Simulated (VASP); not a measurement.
Set up this calculation in VASP 6.6.1, as the native input.

```yaml
Task: electric field gradients
Functional: LDA
Potentials_or_basis: VASP PAW PBE potentials, release 64 (Lu, Hg)
Cutoff: 520 eV
k_mesh: 10 × 10 × 10
Occupations: fermi-dirac, width 0.05 eV
Spin: no spin polarisation
Dipole_correction: no
Further_INCAR_settings: ALGO = Normal; EDIFF = 1e-08; NBANDS = 26
```

The structure of LuHg lies in POSCAR:

```
LuHg
1.0
    3.6791400000      0.0000000000      0.0000000000
    0.0000000000      3.6791400000      0.0000000000
    0.0000000000      0.0000000000      3.6070000000
Lu Hg
1 1
Direct
    0.5000000000      0.5000000000      0.5000000000
    0.0000000000      0.0000000000      0.0000000000
```

This cell differs from its parent crystal: equal xx and yy strain of +2 %.

These files were run (other wordings do the same):

INCAR

```
ALGO = Normal ; EDIFF = 1E-8
ENCUT = 520 ; GGA = CA
ISIF = 2 ; ISMEAR = -1
LASPH = True ; LCHARG = False
LEFG = True ; LREAL = False
LWAVE = False ; NBANDS = 26
NELM = 100 ; PREC = Accurate
SIGMA = 0.05
```

KPOINTS

```
k-points
0
Gamma
  10 10 10
```

Potentials or basis: VASP PAW PBE potentials, release 64 (Lu, Hg).

Run with:

```bash
$ cat potpaw_PBE.64/Lu/POTCAR potpaw_PBE.64/Hg/POTCAR > POTCAR
$ mpirun -np 1 vasp_std > vasp.out
```

It gave:

| Item | Value |
| --- | --- |
| Pressure | -6.2 GPa |

Caveat: the cell differs from its parent crystal (equal xx and yy strain of +2 %); without QUAD_EFG the Cq values of the log hold for a quadrupole moment of 1 mb, not for the nuclei; the PAW data sets were made with another functional, which shifts forces and pressure a little.

Wall time 4.1 min on 1 thread of AMD EPYC 7R43 64-Core Processor (Zen 3), with other jobs on the host, peak memory 0.24 GiB.
